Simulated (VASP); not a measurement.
# GaP (F-43m) in VASP: a series of runs

Runs on GaP. Level: PBEsol. Tasks: single point.

All numbers are computed with VASP 6.6.1; they aren't measurements. Logs are shortened: lines on timing, memory, paths and dates and some standing lists are left out, and cuts for length are marked.

**The experiment to reproduce.**

From “Stacking defects in GaP nanowires: Electronic structure and optical properties”, 2018, arxiv:1810.01194, for a bulk crystal of GaP at 10 K: band gap 2.34 eV (indirect).

The results are compared with them further down.

## Step 1: The cell of the first run

Symmetry: F-43m, No. 216, cubic system. Conventional cell: a = 5.451 Å, b = 5.451 Å, c = 5.451 Å, α = 90.00°, β = 90.00°, γ = 90.00°. Within 3.1 Å of Ga (site symmetry -43m) lie 4 P at 2.36 Å. P (site symmetry -43m) has 4 Ga at 2.36 Å within 3.1 Å.

## Step 2: Single point, PBEsol

INCAR

```
PREC = Accurate
ENCUT = 520
EDIFF = 1E-6
ISMEAR = 0
SIGMA = 0.05
LREAL = F
LASPH = T
NELM = 100
ALGO = Normal
ISIF = 2
LWAVE = F
LCHARG = T
GGA = PS
LELF = T
LVHAR = T
NBANDS = 16
```

KPOINTS

```
Automatic mesh
0
Gamma
  8 8 8
```

POSCAR

```
GaP
1.0
    0.0000000000      2.7252500000      2.7252500000
    2.7252500000      0.0000000000      2.7252500000
    2.7252500000      2.7252500000      0.0000000000
Ga P
1 1
Direct
    0.0000000000      0.0000000000      0.0000000000
    0.7500000000      0.7500000000      0.7500000000
```

Potentials or basis: VASP PAW PBE potentials, release 64 (Ga_d, P).

Run with:

```bash
$ cat potpaw_PBE.64/Ga_d/POTCAR potpaw_PBE.64/P/POTCAR > POTCAR
$ mpirun -np 1 vasp_std > vasp.out
```

OUTCAR:

```text
PREC = Accurate
   ENCUT = 520
   EDIFF = 1E-6
   ISMEAR = 0
   LREAL = F
   LASPH = T
   NELM = 100
   ISIF = 2
   GGA = PS

 ion  position               nearest neighbor table
   1  0.000  0.000  0.000-   2 2.36   2 2.36   2 2.36   2 2.36
   2  0.750  0.750  0.750-   1 2.36   1 2.36   1 2.36   1 2.36

  LATTYP: Found a face centered cubic cell.
 ALAT       =     5.4505000000

  Lattice vectors:

 A1 = (   0.0000000000,   2.7252500000,   2.7252500000)
 A2 = (   2.7252500000,   0.0000000000,   2.7252500000)
 A3 = (   2.7252500000,   2.7252500000,   0.0000000000)

Analysis of symmetry for initial positions (statically):
=====================================================================
 Subroutine PRICEL returns:
 Original cell was already a primitive cell.

 Routine SETGRP: Setting up the symmetry group for a
 face centered cubic supercell.

 Subroutine GETGRP returns: Found 24 space group operations
 (whereof 24 operations were pure point group operations)
 out of a pool of 48 trial point group operations.

The static configuration has the point symmetry T_d .

Analysis of symmetry for dynamics (positions and initial velocities):
=====================================================================
 Subroutine PRICEL returns:
 Original cell was already a primitive cell.

 Routine SETGRP: Setting up the symmetry group for a
 face centered cubic supercell.

 Subroutine GETGRP returns: Found 24 space group operations
 (whereof 24 operations were pure point group operations)
 out of a pool of 48 trial point group operations.

The dynamic configuration has the point symmetry T_d .

 Subroutine INISYM returns: Found 24 space group operations
 (whereof 24 operations are pure point group operations),
 and found     1 'primitive' translations

----------------------------------------------------------------------------------------

                                     Primitive cell

  volume of cell :      40.4808

  direct lattice vectors                    reciprocal lattice vectors
     0.000000000  2.725250000  2.725250000    -0.183469406  0.183469406  0.183469406
     2.725250000  0.000000000  2.725250000     0.183469406 -0.183469406  0.183469406
     2.725250000  2.725250000  0.000000000     0.183469406  0.183469406 -0.183469406

  length of vectors
     3.854085511  3.854085511  3.854085511     0.317778334  0.317778334  0.317778334

  position of ions in fractional coordinates (direct lattice)
     0.000000000  0.000000000  0.000000000
     0.750000000  0.750000000  0.750000000

  ion indices of the primitive-cell ions
   primitive index   ion index
                 1           1
                 2           2

----------------------------------------------------------------------------------------

 KPOINTS: Automatic mesh

Automatic generation of k-mesh.
 Grid dimensions read from file:
 generate k-points for:    8    8    8

 Generating k-lattice:

  Cartesian coordinates                     Fractional coordinates (reciprocal lattice)
    -0.022933676  0.022933676  0.022933676     0.125000000  0.000000000  0.000000000
     0.022933676 -0.022933676  0.022933676     0.000000000  0.125000000  0.000000000
     0.022933676  0.022933676 -0.022933676     0.000000000  0.000000000  0.125000000

  Length of vectors
     0.039722292  0.039722292  0.039722292

  Shift w.r.t. Gamma in fractional coordinates (k-lattice)
     0.000000000  0.000000000  0.000000000

 Subroutine IBZKPT returns following result:
 ===========================================

 Found     29 irreducible k-points:

 Following reciprocal coordinates:
            Coordinates               Weight
  0.000000  0.000000  0.000000      1.000000
  0.125000  0.000000  0.000000      8.000000
  0.250000  0.000000  0.000000      8.000000
  0.375000  0.000000  0.000000      8.000000
  0.500000  0.000000  0.000000      4.000000
  0.125000  0.125000  0.000000      6.000000
[... 16 lines left out ...]
  0.500000  0.250000  0.125000     48.000000
 -0.375000  0.250000  0.125000     24.000000
 [... further k-points ...]
   k-points           NKPTS =     29   k-points in BZ     NKDIM =     29   number of bands    NBANDS=     16
   number of dos      NEDOS =    301   number of ions     NIONS =      2
   total plane-waves  NPLWV =  27000
   dimension x,y,z NGX =    30 NGY =   30 NGZ =   30
   dimension x,y,z NGXF=    60 NGYF=   60 NGZF=   60
   ions per type =               1   1
   NGX,Y,Z   is equivalent  to a cutoff of  12.94, 12.94, 12.94 a.u.
   NGXF,Y,Z  is equivalent  to a cutoff of  25.88, 25.88, 25.88 a.u.
 SYSTEM =  unknown system
   PREC   = accura    normal or accurate (medium, high low for compatibility)
   ISTART =      0    job   : 0-new  1-cont  2-samecut
   ICHARG =      2    charge: 1-file 2-atom 10-const
   ISPIN  =      1    spin polarized calculation?
   LNONCOLLINEAR =      F non collinear calculations
   LSORBIT =      F    spin-orbit coupling
   LASPH  =      T    aspherical Exc in radial PAW
   ENCUT  =  520.0 eV  38.22 Ry    6.18 a.u.   7.17  7.17  7.17*2*pi/ulx,y,z
   NELM   =    100;   NELMIN=  2; NELMDL= -5     # of ELM steps
   EDIFF  = 0.1E-05   stopping-criterion for ELM
   LREAL  =      F    real-space projection
   EDIFFG = 0.1E-04   stopping-criterion for IOM
   NSW    =      0    number of steps for IOM
   IBRION =     -1    ionic relax: 0-MD 1-quasi-New 2-CG
   NFREE  =      0    steps in history (QN), initial steepest desc. (CG)
   ISIF   =      2    stress and relaxation
   ISYM   =      2    0-nonsym 1-usesym 2-fastsym
   POTIM  = 0.5000    time-step for ionic-motion
   TEBEG  =    0.0;   TEEND  =   0.0 temperature during run
   PSTRESS=    0.0 pullay stress
   NELECT =      18.0000    total number of electrons
   NUPDOWN=      -1.0000    fix difference up-down
   EMIN   =  10.00;   EMAX   =-10.00  energy-range for DOS
   EFERMI =   0.00;   METHOD = LEGACY
   ISMEAR =     0;   SIGMA  =   0.05  broadening in eV -4-tet -1-fermi 0-gaus
   EFERMI_NEDOS =   21; number of points for ismear=-14 and -15
   IALGO  =     38    algorithm
   IMIX   =      4    mixing-type and parameters
     AMIX     =   0.40;   BMIX     =  1.00
     AMIX_MAG =   1.60;   BMIX_MAG =  1.00
  volume/ion in A,a.u.               =      20.24       136.59
  Fermi-wavevector in a.u.,A,eV,Ry     =   1.249538  2.361284 21.243377  1.561344
  Thomas-Fermi vector in A             =   2.383574
   LORBIT       =      0    0 simple, 1 ext, 2 COOP (PROOUT), +10 PAW based schemes
   GGA     = PS    functional components
   LHFCALC =     F    Hartree Fock is set to
   AEXX    =    0.0000 exact exchange contribution
   IVDW    =     0    specifies the selected vdW correction
   LEPSILON=     F    determine dielectric tensor
   LRPA    =     F    only Hartree local field effects (RPA)
 non-spin polarized calculation
 Gauss-broadening in eV      SIGMA  =   0.05
  energy-cutoff  :      520.00
  volume of cell :       40.48
 maximum number of plane-waves:      1106
 NGX is ok and might be reduce to    30
   NGX = 15   NGY = 15   NGZ = 15

 number of electron      17.9999989 magnetization

 Free energy of the ion-electron system (eV)
  ---------------------------------------------------
  ext. energy  EPLUGINS =         0.00000000
  ---------------------------------------------------
  free energy    TOTEN  =        -9.92055875 eV

  energy without entropy =       -9.92055875  energy(sigma->0) =       -9.92055875

 E-fermi :   4.7767     XC(G=0): -10.0213

 val. band max:        4.5684715351   @ k =   0.0000   0.0000   0.0000
 cond. band min:       6.0852422298   @ k =   0.5000   0.5000   0.0000
 fundamental gap:      1.5167706946
 Fermi energy:         4.7766863233

 k-point     1 :       0.0000    0.0000    0.0000
  band No.  band energies     occupation
      1      -9.9722      2.00000
      2      -9.9722      2.00000
      3      -9.9722      2.00000
      4      -9.8715      2.00000
      5      -9.8715      2.00000
      6      -7.9555      2.00000
[... 8 lines left out ...]
     15      14.3401      0.00000
     16      14.3401      0.00000

 k-point     2 :       0.1250    0.0000    0.0000
  band No.  band energies     occupation
      1      -9.9861      2.00000
      2      -9.9675      2.00000
      3      -9.9675      2.00000
      4      -9.8716      2.00000
      5      -9.8716      2.00000
      6      -7.7518      2.00000
[... 8 lines left out ...]
     15      13.6825      0.00000
     16      14.0536      0.00000

 k-point     3 :       0.2500    0.0000    0.0000
  band No.  band energies     occupation
      1     -10.0166      2.00000
      2      -9.9574      2.00000
      3      -9.9574      2.00000
      4      -9.8703      2.00000
      5      -9.8703      2.00000
      6      -7.1738      2.00000
[... 8 lines left out ...]
     15      13.4885      0.00000
     16      14.2812      0.00000

 k-point     4 :       0.3750    0.0000    0.0000
  band No.  band energies     occupation
      1     -10.0440      2.00000
      2      -9.9496      2.00000
      3      -9.9496      2.00000
      4      -9.8665      2.00000
      5      -9.8665      2.00000
      6      -6.3647      2.00000
[... 8 lines left out ...]
     15      14.6972      0.00000
     16      14.6972      0.00000
[... 324 lines left out ...]
 k-point    22 :       0.3750    0.2500    0.1250
  band No.  band energies     occupation
      1     -10.0398      2.00000
      2      -9.9453      2.00000
      3      -9.9413      2.00000
      4      -9.8826      2.00000
      5      -9.8624      2.00000
      6      -6.6820      2.00000
[... 8 lines left out ...]
     15      15.6408      0.00000
     16      16.8338      0.00000

 k-point    23 :       0.5000    0.2500    0.1250
  band No.  band energies     occupation
      1     -10.0552      2.00000
      2      -9.9417      2.00000
      3      -9.9321      2.00000
      4      -9.8805      2.00000
      5      -9.8625      2.00000
      6      -5.9189      2.00000
[... 8 lines left out ...]
     15      16.0107      0.00000
     16      17.3112      0.00000

 k-point    24 :      -0.3750    0.2500    0.1250
  band No.  band energies     occupation
      1     -10.0609      2.00000
      2      -9.9412      2.00000
      3      -9.9288      2.00000
      4      -9.8769      2.00000
      5      -9.8642      2.00000
      6      -5.4546      2.00000
[... 8 lines left out ...]
     15      16.4683      0.00000
     16      17.0068      0.00000

 [... further k-points ...]

------------------------ aborting loop because EDIFF is reached ----------------------------------------

  FORCE on cell =-STRESS in cart. coord.  units (eV):
  Direction    XX          YY          ZZ          XY          YZ          ZX
  --------------------------------------------------------------------------------------
  -------------------------------------------------------------------------------------
  Total       -0.1627608     -0.1627608     -0.1627608      0.0000000      0.0000000     -0.0000000
  in kB       -6.4418614     -6.4418614     -6.4418614      0.0000000      0.0000000     -0.0000000
  external PRESSURE =      -6.4418614 kB  Pullay stress =       0.0000000 kB

 VOLUME and BASIS-vectors are now :
 -----------------------------------------------------------------------------
  energy-cutoff  :      520.00
  volume of cell :       40.48
      direct lattice vectors                 reciprocal lattice vectors
     0.000000000  2.725250000  2.725250000    -0.183469406  0.183469406  0.183469406
     2.725250000  0.000000000  2.725250000     0.183469406 -0.183469406  0.183469406
     2.725250000  2.725250000  0.000000000     0.183469406  0.183469406 -0.183469406

 POSITION                                       TOTAL-FORCE (eV/Angst)
 -----------------------------------------------------------------------------------
      0.00000      0.00000      0.00000        -0.000000     -0.000000     -0.000000
      4.08788      4.08788      4.08788         0.000000      0.000000      0.000000
 -----------------------------------------------------------------------------------
    total drift:                               -0.000000     -0.000000     -0.000000

  FREE ENERGIE OF THE ION-ELECTRON SYSTEM (eV)
  ---------------------------------------------------
  free  energy   TOTEN  =        -9.9205587466 eV

  energy  without entropy=       -9.9205587466  energy(sigma->0) =       -9.92055875
```

Run time: 12 s. Hardware: 1 thread of Intel Xeon Platinum 8488C (Sapphire Rapids), shared host; peak memory 0.17 GiB.

Results:

* Free energy: -9.9206 eV
* Pressure: -0.6 GPa
* Band gap on the k mesh: 1.52 eV, indirect (least direct gap 1.75 eV)

Caveat: the PAW data sets were made with another functional, which shifts forces and pressure a little.

## Step 3: Single point, PBEsol

INCAR

```
SYSTEM = GaP
PREC = Accurate
ENCUT = 520
EDIFF = 1E-7
ISMEAR = 0
SIGMA = 0.05
LREAL = .False.
LASPH = .True.
NELM = 100
ALGO = Normal
ISIF = 2
LWAVE = .False.
LCHARG = .True.
GGA = PS
LELF = .True.
LVHAR = .True.
NBANDS = 16
```

KPOINTS

```
regular mesh
0
Gamma
  10 10 10
  0 0 0
```

POSCAR is that of step 2.

Potentials or basis: VASP PAW PBE potentials, release 64 (Ga_d, P).

Run with:

```bash
$ cat potpaw_PBE.64/Ga_d/POTCAR potpaw_PBE.64/P/POTCAR > POTCAR
$ mpirun -np 1 vasp_std > vasp.out
```

Run time: 21 s. Hardware: 1 thread of Intel Xeon Platinum 8488C (Sapphire Rapids), shared host; peak memory 0.18 GiB.

Results (log left out):

| Property | Result |
| --- | --- |
| Free energy | -9.9228 eV |
| Pressure | -0.6 GPa |
| Band gap on the k mesh | 1.48 eV, indirect (least direct gap 1.75 eV) |

Levels at points of the mesh, in eV from the valence-band top:
```
           k point  band 6  band 7  band 8  band 9  band 10  band 11  band 12  band 13
(0.00, 0.00, 0.00)  -12.52    0.00    0.00    0.00     1.75     3.83     3.83     3.83
(0.50, 0.00, 0.00)  -10.43   -6.70   -1.13   -1.13     1.59     4.65     4.65     8.09
(0.50, 0.50, 0.00)   -9.52   -6.81   -2.71   -2.71     1.52     1.72    10.55    10.55
```

Caveat: the PAW data sets were made with another functional, which shifts forces and pressure a little.

## Step 4: How close it comes

Step 2. Measured gap of GaP: 2.34 eV (indirect; 10 K; quoted in “Stacking defects in GaP nanowires: Electronic structure and optical properties”, 2018, arxiv:1810.01194). This calculation gives 1.52 eV (-0.82 eV). Spin-orbit coupling on Ga is left out. The value is that of PBEsol on a finite k mesh, which can miss the band edges, without temperature or zero-point motion. Semilocal functionals fall short of measured gaps as a rule.

Step 3. Against the measured gap of GaP, 2.34 eV (indirect; 10 K; quoted in “Stacking defects in GaP nanowires: Electronic structure and optical properties”, 2018, arxiv:1810.01194), the calculated 1.48 eV is off by -0.86 eV. Spin-orbit coupling on Ga is left out. The value is that of PBEsol on a finite k mesh, which can miss the band edges, without temperature or zero-point motion. Semilocal functionals fall short of measured gaps as a rule.
